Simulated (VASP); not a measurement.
Write the native input for VASP 6.6.1 that does the following.

```
Task                   : single point
Functional             : PBE
Potentials or basis    : VASP PAW PBE potentials, release 64 (As)
Cutoff                 : 500 eV
k mesh                 : 6 × 6 × 6
Occupations            : gaussian, width 0.05 eV
Spin                   : no spin polarisation
Dipole correction      : no
Further INCAR settings : ALGO = Normal; EDIFF = 1e-06; NBANDS = 12
```

The structure of As lies in POSCAR:

```
As
1.0
    1.9108042337      1.1032033387      3.5546188827
   -1.9108042337      1.1032033387      3.5546188827
    0.0000000000     -2.2064066774      3.5546188827
As
2
Direct
    0.2263586767      0.2263586767      0.2263586767
    0.7736413233      0.7736413233      0.7736413233
```

One way to write it, as run:

INCAR

```
PREC = Accurate
ENCUT = 500
EDIFF = 1E-6
ISMEAR = 0
SIGMA = 0.05
LREAL = F
LASPH = T
NELM = 120
ALGO = Normal
ISIF = 2
LWAVE = F
LCHARG = T
GGA = PE
LELF = T
LVHAR = T
NBANDS = 12
GGA_COMPAT = F
```

KPOINTS

```
Automatic mesh
0
Gamma
  6 6 6
```

Potentials or basis: VASP PAW PBE potentials, release 64 (As).

The run is started by

```sh
$ cat potpaw_PBE.64/As/POTCAR > POTCAR
$ mpirun -np 1 vasp_std > vasp.out
```

It gave:

```json
{
 "Pressure": "0.3 GPa",
 "Largest force": "0.047 eV/Å",
 "Band gap on the k mesh": "zero (band 5 reaches 4.91 eV, above the bottom of band 6 at 4.68 eV)"
}
```

Run time: 21 s on 1 thread of Intel(R) Xeon(R) Platinum 8375C CPU @ 2.90GHz (Ice Lake), on a shared host, peak memory 0.17 GiB.
